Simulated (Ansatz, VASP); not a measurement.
## One calculation of GaGeO, two programs

```
CELL_PARAMETERS angstrom
2.03611 -2.03616 0.00000
2.03611 2.03616 0.00000
0.00000 0.00000 5.47457
ATOMIC_POSITIONS crystal
Ga 0.50000 0.50000 0.00000
Ge 0.50000 0.50000 0.50000
O 0.00000 0.00000 0.00000
```

Alike in both runs: functional PBE; k mesh 6 × 6 × 4; occupations gaussian, width 0.1 eV; no spin polarisation.

Ansatz relaxed the structure, and its values are those at the end. VASP's run is a single point on that final structure, the one shown.

|  | VASP | Ansatz |
| --- | --- | --- |
| version | VASP 6.6.1 | Ansatz 0.2.0 |
| potentials or method | VASP PAW PBE potentials, release 64 (Ga_d, Ge_d, O), cutoff 520 eV | scalar-relativistic, plane waves, PAW |
| valence electrons in the cell | 33 | 33 |

Ansatz gave:

* gap on the k mesh at the Fermi level (eV): none
* pressure (GPa): 0.0

Task: Which values does VASP return?

Result: gap on the k mesh at the Fermi level (eV): none; pressure (GPa): 0.4.

A gap of «none» marks a metal or a gap that the smearing closes.

The k mesh is coarse, so the values compare programs but aren't converged.
